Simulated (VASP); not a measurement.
# HgTe (F-43m) in VASP: further runs, part 2 of 2

VASP 6.6.1.

## (3) Vibrations by perturbation theory, LDA

This run uses another cell than the first one, of 33.31 Å³/atom.

Contents of INCAR:

```
SYSTEM = HgTe
PREC = Accurate
ENCUT = 520
EDIFF = 1E-8
ISMEAR = -1
SIGMA = 0.1
LREAL = .FALSE.
LASPH = .TRUE.
NELM = 80
ALGO = Normal
ISIF = 2
LWAVE = .FALSE.
LCHARG = .FALSE.
NBANDS = 16
IBRION = 8
NSW = 1
```

Contents of KPOINTS:

```
Automatic mesh
0
G
  10 10 10
  0 0 0
```

Contents of POSCAR:

```
HgTe
1.0
    0.0000000000      3.2175152222      3.2175152222
    3.2175152222      0.0000000000      3.2175152222
    3.2175152222      3.2175152222      0.0000000000
Hg Te
1 1
Direct
    0.0000000000      0.0000000000      0.0000000000
    0.7500000000      0.7500000000      0.7500000000
```

Potentials or basis: VASP PAW LDA potentials, release 64 (Hg, Te).

The run is started by

```bash
cat potpaw_LDA.64/Hg/POTCAR potpaw_LDA.64/Te/POTCAR > POTCAR
mpirun -np 1 vasp_std > vasp.out
```

OUTCAR:

```text
SYSTEM = HgTe
   PREC = Accurate
   ENCUT = 520
   EDIFF = 1E-8
   ISMEAR = -1
   LREAL = .FALSE.
   LASPH = .TRUE.
   NELM = 80
   ISIF = 2
   IBRION = 8
   NSW = 1

 ion  position               nearest neighbor table
   1  0.000  0.000  0.000-   2 2.79   2 2.79   2 2.79   2 2.79
   2  0.750  0.750  0.750-   1 2.79   1 2.79   1 2.79   1 2.79

  LATTYP: Found a face centered cubic cell.
 ALAT       =     6.4350304444

  Lattice vectors:

 A1 = (   0.0000000000,   3.2175152222,   3.2175152222)
 A2 = (   3.2175152222,   0.0000000000,   3.2175152222)
 A3 = (   3.2175152222,   3.2175152222,   0.0000000000)

Analysis of symmetry for initial positions (statically):
=====================================================================
 Subroutine PRICEL returns:
 Original cell was already a primitive cell.

 Routine SETGRP: Setting up the symmetry group for a
 face centered cubic supercell.

 Subroutine GETGRP returns: Found 24 space group operations
 (whereof 24 operations were pure point group operations)
 out of a pool of 48 trial point group operations.

The static configuration has the point symmetry T_d .

Analysis of symmetry for dynamics (positions and initial velocities):
=====================================================================
 Subroutine PRICEL returns:
 Original cell was already a primitive cell.

 Routine SETGRP: Setting up the symmetry group for a
 face centered cubic supercell.

 Subroutine GETGRP returns: Found 24 space group operations
 (whereof 24 operations were pure point group operations)
[... 641 lines left out ...]
    total drift:                               -0.000000     -0.000000      0.000000

  FREE ENERGIE OF THE ION-ELECTRON SYSTEM (eV)
  ---------------------------------------------------
  free  energy   TOTEN  =        -5.0386293901 eV

  energy  without entropy=       -5.0367012839  energy(sigma->0) =       -5.03766534

[... ionic steps 2 to 3 ...]

--------------------------------------- Ionic step        4  -------------------------------------------

------------------------ aborting loop because EDIFF is reached ----------------------------------------

[... ionic steps 5 to 6 ...]

--------------------------------------- Ionic step        7  -------------------------------------------

 Free energy of the ion-electron system (eV)
  ---------------------------------------------------
  ---------------------------------------------------
  free energy    TOTEN  =        -0.04865154 eV

  energy without entropy =       -0.04865154

------------------------ aborting loop because EDIFF is reached ----------------------------------------

 INTERNAL STRAIN TENSOR  FOR ION    2  DIRECTION 1   (eV/Angst):
 -----------------------------------------------------------------------------
     0.00239  0.00000  0.00000
     0.00000  0.00313  5.48538
     0.00000  5.48538  0.00313

 INTERNAL STRAIN TENSOR FOR ION    2 for displacements in x,y,z  (eV/Angst):
          X           Y           Z          XY          YZ          ZX
  --------------------------------------------------------------------------------
  x    -0.00000     0.00000     0.00000     0.00000     5.48538     0.00000
  y     0.00000    -0.00000     0.00000     0.00000     0.00000     5.48538
  z     0.00000     0.00000    -0.00000     5.48538     0.00000     0.00000

 SECOND DERIVATIVES (NOT SYMMETRIZED)
 ------------------------------------
               1X          1Y          1Z          2X          2Y          2Z
  1X    -4.030742    0.000000    0.000000    4.030742    0.000000    0.000000
  1Y     0.000000   -4.030742    0.000000    0.000000    4.030742    0.000000
  1Z     0.000000    0.000000   -4.030742    0.000000    0.000000    4.030742
  2X     4.028941    0.000000    0.000000   -4.028941    0.000000    0.000000
  2Y     0.000000    4.028941    0.000000    0.000000   -4.028941    0.000000
  2Z     0.000000    0.000000    4.028941    0.000000    0.000000   -4.028941

 Eigenvectors and eigenvalues of the dynamical matrix
 ----------------------------------------------------

   1 f  =    3.553584 THz    22.327828 2PiTHz  118.534812 cm-1    14.696437 meV
             X         Y         Z           dx          dy          dz
      0.000000  0.000000  0.000000     0.000000    0.623623    0.000000
      4.826273  4.826273  4.826273     0.000000   -0.781725    0.000000
[... 21 lines left out ...]
   6 f/i=    0.000387 THz     0.002432 2PiTHz    0.012910 cm-1     0.001601 meV
             X         Y         Z           dx          dy          dz
      0.000000  0.000000  0.000000     0.000000    0.000000    0.781725
      4.826273  4.826273  4.826273     0.000000    0.000000    0.623623

--------------------------------------------------------------------------------------------------------

 ELASTIC MODULI CONTR FROM IONIC RELAXATION (kBar)
 Direction    XX          YY          ZZ          XY          YZ          ZX
 --------------------------------------------------------------------------------
 XX          -0.0000     -0.0000     -0.0000     -0.0000     -0.0000     -0.0000
 YY          -0.0000     -0.0000     -0.0000     -0.0000     -0.0000     -0.0000
 ZZ          -0.0000     -0.0000     -0.0000     -0.0000     -0.0000     -0.0000
 XY          -0.0000     -0.0000     -0.0000   -190.4287      0.0000      0.0000
 YZ          -0.0000     -0.0000     -0.0000      0.0000   -190.4287      0.0000
 ZX          -0.0000     -0.0000     -0.0000      0.0000      0.0000   -190.4287
 --------------------------------------------------------------------------------
```

OSZICAR:

```text
N       E                     dE             d eps       ncg     rms          rms(c)
DAV:   1     0.105579816710E+03    0.10558E+03   -0.79453E+03  1504   0.970E+02
DAV:   2    -0.156480050215E+01   -0.10714E+03   -0.10047E+03  1728   0.230E+02
DAV:   3    -0.523451522435E+01   -0.36697E+01   -0.36597E+01  1864   0.442E+01
DAV:   4    -0.526972580237E+01   -0.35211E-01   -0.35208E-01  2208   0.391E+00
[... 40 lines left out ...]
RMM:   9    -0.486514772348E-01   -0.22152E-07    0.50599E-09  9321   0.502E-05    0.132E-05
RMM:  10    -0.486515124772E-01   -0.35242E-07   -0.42929E-09  9659   0.149E-05    0.544E-06
RMM:  11    -0.486515349362E-01   -0.22459E-07    0.17623E-08  8975   0.796E-06    0.273E-06
RMM:  12    -0.486515395915E-01   -0.46553E-08    0.10671E-08  7139   0.520E-06    0.345E-07
 Linear response finished
```

stdout:

```text
POSCAR found type information on POSCAR HgTe
 POSCAR found :  2 types and       2 ions
 scaLAPACK will be used
 LDA part: xc-table for (Slater(with rela. corr.)+CA(PZ))
 , standard interpolation
 POSCAR, INCAR and KPOINTS ok, starting setup
 FFT: planning ... GRIDC
 FFT: planning ... GRID_SOFT
 FFT: planning ... GRID
 WAVECAR not read
 entering main loop
 Linear response reoptimize wavefunctions to high precision
 Linear response DOF=           2
 Linear response progress:
 first order change of Fermi-energy  -0.75431E-04
 force on displaced ion       1 direction 1 :  -4.031  -0.000  -0.000
 Linear response progress:
 first order change of Fermi-energy   0.28145E-03
 force on displaced ion       2 direction 1 :  -4.029  -0.000  -0.000
 Linear response finished
```

It took 9.2 min on 1 thread of Intel Xeon 8259CL, shared host; peak memory 0.52 GiB.

What came out:

```
Highest phonon frequency at Γ, LO-TO splitting left out : 119 cm⁻¹
```

Phonon frequencies in cm⁻¹ (negative: imaginary):
| q point | frequencies |
| --- | --- |
| (0.000, 0.000, 0.000) | 0 0 0 119 119 119 |

Caveat: spin-orbit coupling is left out, which moves the levels of the heavy elements.
